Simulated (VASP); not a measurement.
# TiO2 (P2_1/c) in VASP: relaxation of the atoms with PBE

Aim: the relaxation of the atoms of TiO2 with PBE.

Program: VASP 6.6.1. These are calculated values, not measurements. Logs are shortened: lines on timing, memory, paths and dates and some standing lists are left out, and cuts for length are marked.

### 1 The cell of the first run

The structure is monoclinic, space group P2_1/c (No. 14). The conventional cell has a = 4.589 Å, b = 4.849 Å, c = 4.736 Å, α = 90.00°, β = 98.60°, γ = 90.00°. Within 2.4 Å of Ti (site symmetry 1) lie 7 O at 1.82 to 2.27 Å. Within 2.7 Å of O (site symmetry 1) lie 3 Ti at 1.92 to 2.27 Å and 9 O at 2.41 to 2.69 Å. Within 2.9 Å of O (site symmetry 1) lie 4 Ti at 1.82 to 2.11 Å and 9 O at 2.32 to 2.86 Å.

### 2 Relaxation of the atoms, PBE

The input, INCAR:

```
PREC = Accurate
ENCUT = 520
EDIFF = 1E-7
ISMEAR = -1
SIGMA = 0.02
LREAL = False
LASPH = True
NELM = 120
ALGO = Normal
ISIF = 2
LWAVE = False
LCHARG = False
GGA = PE
IBRION = 2
NSW = 80
EDIFFG = -0.02
GGA_COMPAT = False
NELMIN = 4
KPAR = 4
```

The input, KPOINTS:

```
Automatic mesh
0
Gamma
  4 4 4
```

The input, POSCAR:

```
TiO2
1.0
    4.5890000000      0.0000000000      0.0000000000
    0.0000000000      4.8490000000      0.0000000000
   -0.7081993865      0.0000000000      4.6827502206
Ti O
4 8
Direct
    0.3090000000      0.0450000000      0.2180000000
    0.6910000000      0.5450000000      0.2820000000
    0.6910000000      0.9550000000      0.7820000000
    0.3090000000      0.4550000000      0.7180000000
    0.0560000000      0.3470000000      0.2820000000
    0.9440000000      0.8470000000      0.2180000000
    0.9440000000      0.6530000000      0.7180000000
    0.0560000000      0.1530000000      0.7820000000
    0.4250000000      0.7270000000      0.4630000000
    0.5750000000      0.2270000000      0.0370000000
    0.5750000000      0.2730000000      0.5370000000
    0.4250000000      0.7730000000      0.9630000000
```

Potentials or basis: VASP PAW PBE potentials, release 64 (Ti_sv, O).

Run with:

```bash
> cat potpaw_PBE.64/Ti_sv/POTCAR potpaw_PBE.64/O/POTCAR > POTCAR
> mpirun -np 4 vasp_std > vasp.out
```

OUTCAR:

```text
PREC = Accurate
   ENCUT = 520
   EDIFF = 1E-7
   ISMEAR = -1
   LREAL = False
   LASPH = True
   NELM = 120
   ISIF = 2
   GGA = PE
   IBRION = 2
   NSW = 80
   EDIFFG = -0.02
   NELMIN = 4

 ion  position               nearest neighbor table
   1  0.309  0.045  0.218-  10 1.82  12 1.92   5 1.92   6 1.93   9 1.96  11 2.11   8 2.27
   2  0.691  0.545  0.282-   9 1.82  11 1.92   6 1.92   5 1.93  10 1.96  12 2.11   7 2.27
   3  0.691  0.955  0.782-  12 1.82  10 1.92   7 1.92   8 1.93  11 1.96   9 2.11   6 2.27
   4  0.309  0.455  0.718-  11 1.82   9 1.92   8 1.92   7 1.93  12 1.96  10 2.11   5 2.27
   5  0.056  0.347  0.282-   1 1.92   2 1.93   4 2.27
   6  0.944  0.847  0.218-   2 1.92   1 1.93   3 2.27
   7  0.944  0.653  0.718-   3 1.92   4 1.93   2 2.27
   8  0.056  0.153  0.782-   4 1.92   3 1.93   1 2.27
   9  0.425  0.727  0.463-   2 1.82   4 1.92   1 1.96   3 2.11
  10  0.575  0.227  0.037-   1 1.82   3 1.92   2 1.96   4 2.11
  11  0.575  0.273  0.537-   4 1.82   2 1.92   3 1.96   1 2.11
  12  0.425  0.773  0.963-   3 1.82   1 1.92   4 1.96   2 2.11

  LATTYP: Found a simple monoclinic cell.
 ALAT       =     4.5890000000
 B/A-ratio  =     1.0566572238
 C/A-ratio  =     1.0320331227
 COS(beta)  =    -0.1495353434

  Lattice vectors:

 A1 = (   4.5890000000,   0.0000000000,   0.0000000000)
 A2 = (   0.0000000000,   4.8490000000,   0.0000000000)
 A3 = (  -0.7081993865,   0.0000000000,   4.6827502206)

Analysis of symmetry for initial positions (statically):
=====================================================================
 Subroutine PRICEL returns:
 Original cell was already a primitive cell.

 Routine SETGRP: Setting up the symmetry group for a
 simple monoclinic supercell.

 Subroutine GETGRP returns: Found  4 space group operations
 (whereof  2 operations were pure point group operations)
 out of a pool of  4 trial point group operations.

The static configuration has the point symmetry S_2 .
 The point group associated with its full space group is C_2h.

Analysis of symmetry for dynamics (positions and initial velocities):
=====================================================================
 Subroutine PRICEL returns:
 Original cell was already a primitive cell.

 Routine SETGRP: Setting up the symmetry group for a
 simple monoclinic supercell.

 Subroutine GETGRP returns: Found  4 space group operations
 (whereof  2 operations were pure point group operations)
 out of a pool of  4 trial point group operations.

The dynamic configuration has the point symmetry S_2 .
 The point group associated with its full space group is C_2h.

 Subroutine INISYM returns: Found  4 space group operations
 (whereof  2 operations are pure point group operations),
 and found     1 'primitive' translations

----------------------------------------------------------------------------------------

                                     Primitive cell

  volume of cell :     104.2008

  direct lattice vectors                    reciprocal lattice vectors
     4.589000000  0.000000000  0.000000000     0.217912399  0.000000000  0.032956152
     0.000000000  4.849000000  0.000000000     0.000000000  0.206228088  0.000000000
    -0.708199387  0.000000000  4.682750221     0.000000000  0.000000000  0.213549720

  length of vectors
     4.589000000  4.849000000  4.736000000     0.220390385  0.206228088  0.213549720

  position of ions in fractional coordinates (direct lattice)
     0.309000000  0.045000000  0.218000000
     0.691000000  0.545000000  0.282000000
     0.691000000  0.955000000  0.782000000
     0.309000000  0.455000000  0.718000000
     0.056000000  0.347000000  0.282000000
     0.944000000  0.847000000  0.218000000
     0.944000000  0.653000000  0.718000000
     0.056000000  0.153000000  0.782000000
     0.425000000  0.727000000  0.463000000
     0.575000000  0.227000000  0.037000000
     0.575000000  0.273000000  0.537000000
     0.425000000  0.773000000  0.963000000

  ion indices of the primitive-cell ions
   primitive index   ion index
                 1           1
                 2           2
                 3           3
                 4           4
                 5           5
                 6           6
                 7           7
                 8           8
                 9           9
                10          10
                11          11
                12          12

----------------------------------------------------------------------------------------

 KPOINTS: Automatic mesh

Automatic generation of k-mesh.
 Grid dimensions read from file:
 generate k-points for:    4    4    4

 Generating k-lattice:

  Cartesian coordinates                     Fractional coordinates (reciprocal lattice)
     0.054478100  0.000000000  0.008239038     0.250000000  0.000000000  0.000000000
     0.000000000  0.051557022  0.000000000     0.000000000  0.250000000  0.000000000
     0.000000000  0.000000000  0.053387430     0.000000000  0.000000000  0.250000000

  Length of vectors
     0.055097596  0.051557022  0.053387430

  Shift w.r.t. Gamma in fractional coordinates (k-lattice)
     0.000000000  0.000000000  0.000000000

 Subroutine IBZKPT returns following result:
 ===========================================

 Found     30 irreducible k-points:

 Following reciprocal coordinates:
            Coordinates               Weight
  0.000000  0.000000  0.000000      1.000000
  0.250000  0.000000  0.000000      2.000000
  0.500000  0.000000  0.000000      1.000000
  0.000000  0.250000  0.000000      2.000000
  0.250000  0.250000  0.000000      4.000000
  0.500000  0.250000  0.000000      2.000000
[... 16 lines left out ...]
  0.250000  0.000000  0.500000      2.000000
  0.500000  0.000000  0.500000      1.000000
 [... further k-points ...]
   k-points           NKPTS =     30   k-points in BZ     NKDIM =     30   number of bands    NBANDS=     57
   number of dos      NEDOS =    301   number of ions     NIONS =     12
   total plane-waves  NPLWV =  46656
   dimension x,y,z NGX =    36 NGY =   36 NGZ =   36
   dimension x,y,z NGXF=    72 NGYF=   72 NGZF=   72
   ions per type =               4   8
   NGX,Y,Z   is equivalent  to a cutoff of  13.04, 12.34, 12.64 a.u.
   NGXF,Y,Z  is equivalent  to a cutoff of  26.08, 24.68, 25.27 a.u.
 SYSTEM =  unknown system
   PREC   = accura    normal or accurate (medium, high low for compatibility)
   ISTART =      0    job   : 0-new  1-cont  2-samecut
   ICHARG =      2    charge: 1-file 2-atom 10-const
   ISPIN  =      1    spin polarized calculation?
   LNONCOLLINEAR =      F non collinear calculations
   LSORBIT =      F    spin-orbit coupling
   LASPH  =      T    aspherical Exc in radial PAW
   ENCUT  =  520.0 eV  38.22 Ry    6.18 a.u.   8.53  9.02  8.81*2*pi/ulx,y,z
   NELM   =    120;   NELMIN=  4; NELMDL= -5     # of ELM steps
   EDIFF  = 0.1E-06   stopping-criterion for ELM
   LREAL  =      F    real-space projection
   EDIFFG = -.2E-01   stopping-criterion for IOM
   NSW    =     80    number of steps for IOM
   IBRION =      2    ionic relax: 0-MD 1-quasi-New 2-CG
   NFREE  =      1    steps in history (QN), initial steepest desc. (CG)
   ISIF   =      2    stress and relaxation
   ISYM   =      2    0-nonsym 1-usesym 2-fastsym
   POTIM  = 0.5000    time-step for ionic-motion
   TEBEG  =    0.0;   TEEND  =   0.0 temperature during run
   PSTRESS=    0.0 pullay stress
   NELECT =      96.0000    total number of electrons
   NUPDOWN=      -1.0000    fix difference up-down
   EMIN   =  10.00;   EMAX   =-10.00  energy-range for DOS
   EFERMI =   0.00;   METHOD = LEGACY
   ISMEAR =    -1;   SIGMA  =   0.02  broadening in eV -4-tet -1-fermi 0-gaus
   EFERMI_NEDOS =   21; number of points for ismear=-14 and -15
   IALGO  =     38    algorithm
   IMIX   =      4    mixing-type and parameters
     AMIX     =   0.40;   BMIX     =  1.00
     AMIX_MAG =   1.60;   BMIX_MAG =  1.00
  volume/ion in A,a.u.               =       8.68        58.60
  Fermi-wavevector in a.u.,A,eV,Ry     =   1.592972  3.010281 34.525600  2.537560
  Thomas-Fermi vector in A             =   2.691274
   LORBIT       =      0    0 simple, 1 ext, 2 COOP (PROOUT), +10 PAW based schemes
   GGA     = PE    functional components
   LHFCALC =     F    Hartree Fock is set to
   AEXX    =    0.0000 exact exchange contribution
   IVDW    =     0    specifies the selected vdW correction
   LEPSILON=     F    determine dielectric tensor
   LRPA    =     F    only Hartree local field effects (RPA)
 conjugate gradient relaxation of ions
 non-spin polarized calculation
  energy-cutoff  :      520.00
  volume of cell :      104.20
 maximum number of plane-waves:      2833
 NGX is ok and might be reduce to    36
   NGX = 17   NGY = 19   NGZ = 17

--------------------------------------- Ionic step        1  -------------------------------------------

 number of electron      95.9999980 magnetization

 Free energy of the ion-electron system (eV)
  ---------------------------------------------------
  ext. energy  EPLUGINS =         0.00000000
  ---------------------------------------------------
  free energy    TOTEN  =      -102.08273717 eV

  energy without entropy =     -102.08273717  energy(sigma->0) =     -102.08273717

------------------------ aborting loop because EDIFF is reached ----------------------------------------

  FORCE on cell =-STRESS in cart. coord.  units (eV):
  Direction    XX          YY          ZZ          XY          YZ          ZX
  --------------------------------------------------------------------------------------
  -------------------------------------------------------------------------------------
  Total       18.2615971     23.4454622     25.9122581      0.0000000      0.0000000     -6.3242202
  in kB      280.7877157    360.4940870    398.4231908      0.0000000      0.0000000    -97.2403095
  external PRESSURE =     346.5683312 kB  Pullay stress =       0.0000000 kB
[... 119 lines left out ...]
  FREE ENERGIE OF THE ION-ELECTRON SYSTEM (eV)
  ---------------------------------------------------
  free  energy   TOTEN  =      -104.7221328487 eV

  energy  without entropy=     -104.7221328487  energy(sigma->0) =     -104.72213285

[... ionic steps 4 to 15 ...]

--------------------------------------- Ionic step       16  -------------------------------------------

 number of electron      95.9999973 magnetization

------------------------ aborting loop because EDIFF is reached ----------------------------------------

  FORCE on cell =-STRESS in cart. coord.  units (eV):
  Direction    XX          YY          ZZ          XY          YZ          ZX
  --------------------------------------------------------------------------------------
  -------------------------------------------------------------------------------------
  Total       18.6756960     18.9493652     18.5697876      0.0000000      0.0000000      0.5743942
  in kB      287.1548416    291.3627407    285.5264100      0.0000000      0.0000000      8.8318027
  external PRESSURE =     288.0146641 kB  Pullay stress =       0.0000000 kB
[... 77 lines left out ...]
  energy  without entropy=     -105.7161050566  energy(sigma->0) =     -105.71610506

--------------------------------------- Ionic step       18  -------------------------------------------

 number of electron      95.9999973 magnetization

 Free energy of the ion-electron system (eV)
  ---------------------------------------------------
  ext. energy  EPLUGINS =         0.00000000
  ---------------------------------------------------
  free energy    TOTEN  =      -105.71644718 eV

  energy without entropy =     -105.71644718  energy(sigma->0) =     -105.71644718

 E-fermi :   7.5128     XC(G=0): -12.5646

 val. band max:        6.9374353618   @ k =   0.0000   0.0000   0.0000
 cond. band min:       9.2925522121   @ k =   0.5000   0.0000   0.0000
 fundamental gap:      2.3551168503
 Fermi energy:         7.5127801801

 k-point     1 :       0.0000    0.0000    0.0000
  band No.  band energies     occupation
      1     -49.4935      2.00000
      2     -49.4396      2.00000
      3     -49.4304      2.00000
      4     -49.4276      2.00000
      5     -26.0471      2.00000
      6     -25.9904      2.00000
[... 1429 lines left out ...]
     56      10.8776      0.00000
     57      11.0187      0.00000

 [... further k-points ...]

------------------------ aborting loop because EDIFF is reached ----------------------------------------

  FORCE on cell =-STRESS in cart. coord.  units (eV):
  Direction    XX          YY          ZZ          XY          YZ          ZX
  --------------------------------------------------------------------------------------
  -------------------------------------------------------------------------------------
  Total       18.7014774     18.9508959     18.4944944      0.0000000      0.0000000      0.5624884
  in kB      287.5512527    291.3862765    284.3687122      0.0000000      0.0000000      8.6487416
  external PRESSURE =     287.7687471 kB  Pullay stress =       0.0000000 kB
[... 27 lines left out ...]
  FREE ENERGIE OF THE ION-ELECTRON SYSTEM (eV)
  ---------------------------------------------------
  free  energy   TOTEN  =      -105.7164471789 eV

  energy  without entropy=     -105.7164471789  energy(sigma->0) =     -105.71644718

 reached required accuracy - stopping structural energy minimisation
```

Run time: 15 min. Hardware: 4 MPI ranks of Intel Xeon Platinum 8259CL at 2.50GHz (Skylake/Cascade Lake), shared host; peak memory 0.29 GiB.

What came out:

```
Free energy                  : -105.7164 eV
Energy gained by relaxing    : 302.8 meV/atom
Ionic steps                  : 18
Pressure after relaxing      : 28.8 GPa
Largest force after relaxing : 0.016 eV/Å
Band gap on the k mesh       : 2.36 eV (least direct gap 2.55 eV)
```

Forces on the atoms (eV/Å):
```
Ti   0.009  0.001  0.008
Ti  -0.009  0.001 -0.008
Ti  -0.009 -0.001 -0.008
Ti   0.009 -0.001  0.008
O    0.004 -0.008 -0.013
O   -0.004 -0.008  0.013
O   -0.004  0.008  0.013
O    0.004  0.008 -0.013
O    0.006  0.003 -0.011
O   -0.006  0.003  0.011
O   -0.006 -0.003  0.011
O    0.006 -0.003 -0.011
```

Stress tensor (GPa, compression positive):
```
28.76  0.00  0.86
 0.00 29.14  0.00
 0.86  0.00 28.44
```

Step by step:
| step | energy change (eV) | largest force (eV/Å) | pressure (GPa) |
| --- | --- | --- | --- |
| 1 | 0.0000 | 6.0025 | 34.66 |
| 2 | -0.4317 | 8.0965 | 45.10 |
| 3 | -2.6394 | 1.6324 | 32.62 |
| 4 | -3.3867 | 0.8658 | 31.08 |
| 5 | -3.4884 | 0.9984 | 31.23 |
| 6 | -3.5743 | 0.6457 | 31.80 |
| 7 | -3.5950 | 0.2625 | 31.38 |
| 8 | -3.6131 | 0.1641 | 30.54 |
| 9 | -3.6132 | 0.1706 | 30.46 |
| 10 | -3.6232 | 0.1212 | 29.96 |
| 11 | -3.6255 | 0.1173 | 29.59 |
| 12 | -3.6288 | 0.1043 | 29.17 |
| 13 | -3.6288 | 0.0817 | 29.22 |
| 14 | -3.6312 | 0.0601 | 29.15 |
| 15 | -3.6322 | 0.0830 | 29.05 |
| 16 | -3.6334 | 0.0420 | 28.80 |
| 17 | -3.6334 | 0.0380 | 28.82 |
| 18 | -3.6337 | 0.0160 | 28.78 |

Final structure:
```xyz
12
Lattice="4.5890 0.0000 0.0000 0.0000 4.8490 0.0000 -0.7082 0.0000 4.6828" Properties=species:S:1:pos:R:3 pbc="T T T"
Ti    1.1316    0.2251    0.9868
Ti    3.1033    2.6496    1.3545
Ti    2.7492    4.6239    3.6959
Ti    0.7775    2.1994    3.3282
O     0.1813    1.8132    1.4163
O     4.0536    4.2377    0.9251
O     3.6995    3.0358    3.2665
O    -0.1728    0.6113    3.7577
O     1.6407    3.7054    2.2956
O     2.5942    1.2809    0.0458
O     2.2401    1.1436    2.3872
O     1.2866    3.5681    4.6370
```

Levels at points of the mesh, in eV from the valence-band top:
| k point | band 45 | band 46 | band 47 | band 48 | band 49 | band 50 | band 51 | band 52 |
| --- | --- | --- | --- | --- | --- | --- | --- | --- |
| (0.00, 0.00, 0.00) | -0.83 | -0.28 | -0.15 | 0.00 | 2.55 | 2.82 | 3.06 | 3.24 |
| (0.50, 0.00, 0.00) | -0.76 | -0.53 | -0.33 | -0.24 | 2.36 | 3.15 | 3.23 | 3.28 |
| (0.00, 0.50, 0.00) | -0.74 | -0.74 | -0.52 | -0.52 | 3.13 | 3.13 | 3.25 | 3.25 |
| (0.50, 0.50, 0.00) | -0.96 | -0.96 | -0.61 | -0.61 | 3.08 | 3.08 | 3.20 | 3.20 |
| (0.00, 0.00, 0.50) | -0.74 | -0.74 | -0.22 | -0.22 | 2.80 | 2.80 | 3.07 | 3.07 |
| (0.50, 0.00, 0.50) | -1.08 | -1.08 | -0.38 | -0.38 | 2.57 | 2.57 | 3.27 | 3.27 |
| (0.00, 0.50, 0.50) | -1.07 | -1.07 | -0.72 | -0.72 | 2.79 | 2.79 | 3.20 | 3.20 |
| (0.50, 0.50, 0.50) | -1.25 | -1.25 | -0.80 | -0.80 | 3.11 | 3.11 | 3.12 | 3.12 |

A k mesh can miss the band edges.
